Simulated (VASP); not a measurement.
Crystal: SiC.

```
CELL_PARAMETERS angstrom
3.07600 0.00000 0.00000
-1.53800 2.66389 0.00000
0.00000 0.00000 5.04800
ATOMIC_POSITIONS crystal
Si 0.66667 0.33333 0.50000
Si 0.33333 0.66667 0.00000
C 0.66667 0.33333 0.88500
C 0.33333 0.66667 0.38500
```

Base run:

| Property | Result |
| --- | --- |
| Program | VASP 6.6.1 |
| Functional | PBE-based screened hybrid with 25 % exact exchange |
| Potentials or basis | VASP PAW PBE potentials, release 64 (Si, C) |
| Cutoff | 520 eV |
| k mesh | 6 × 6 × 3 |
| Occupations | fermi-dirac, width 0.05 eV |
| Spin | no spin polarisation |

Its results: band gap on the k mesh 3.19 eV (least direct gap 5.18 eV); pressure -1.4 GPa; largest force 0.771 eV/Å.

Question: The run is repeated on the same cell with these changes: functional from PBE-based screened hybrid with 25 % exact exchange to r2SCAN0. What comes out?

Answer: Band gap on the k mesh 4.16 eV (least direct gap 6.26 eV); pressure -3.5 GPa; largest force 0.779 eV/Å.

Caveats: the PAW data sets were made with another functional, which shifts forces and pressure a little; an odd mesh through Γ misses points on the zone boundary, where band edges can lie; the cell stands under tension (at least some runs).
